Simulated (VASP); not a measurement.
Wanted: the native input for a VASP 6.6.1 run.

```yaml
Task: single point
Functional: LDA
Potentials_or_basis: VASP PAW LDA potentials, release 64 (Al)
Cutoff: 520 eV
k_mesh: 14 × 14 × 14
Occupations: methfessel-paxton, width 0.05 eV
Spin: no spin polarisation
Dipole_correction: no
Further_INCAR_settings: ALGO = Normal; EDIFF = 1e-07; NBANDS = 8
```

The structure of Al lies in POSCAR:

```
Al
1.0
   -1.5912200000      1.5912200000      1.5912200000
    1.5912200000     -1.5912200000      1.5912200000
    1.5912200000      1.5912200000     -1.5912200000
Al
1
Direct
    0.0000000000      0.0000000000      0.0000000000
```

One way to write it, as run:

INCAR

```
ALGO     = Normal         # electronic algorithm
EDIFF    = 1E-7           # SCF threshold, eV
ENCUT    = 520            # plane-wave cutoff, eV
GGA      = CA             # functional
ISIF     = 2              # what is computed and relaxed
ISMEAR   = 1              # smearing method
LASPH    = True           # aspherical terms in the spheres
LCHARG   = True           # write CHGCAR
LELF     = True           # ELF
LREAL    = False          # projectors in reciprocal space
LVHAR    = True         
LWAVE    = False          # write WAVECAR
NBANDS   = 8              # bands
NELM     = 80             # most SCF steps
PREC     = Accurate       # precision mode
SIGMA    = 0.05           # smearing width, eV
```

KPOINTS

```
k-points
0
Gamma
  14 14 14
```

Potentials or basis: VASP PAW LDA potentials, release 64 (Al).

Run with:

```bash
$ cat potpaw_LDA.64/Al/POTCAR > POTCAR
$ mpirun -np 1 vasp_std > vasp.out
```

It gave:

```yaml
Pressure: 0.7 GPa
```

Wall time 8.4 s on 1 thread of Intel Xeon 8259CL, on a shared host, peak memory 0.12 GiB.
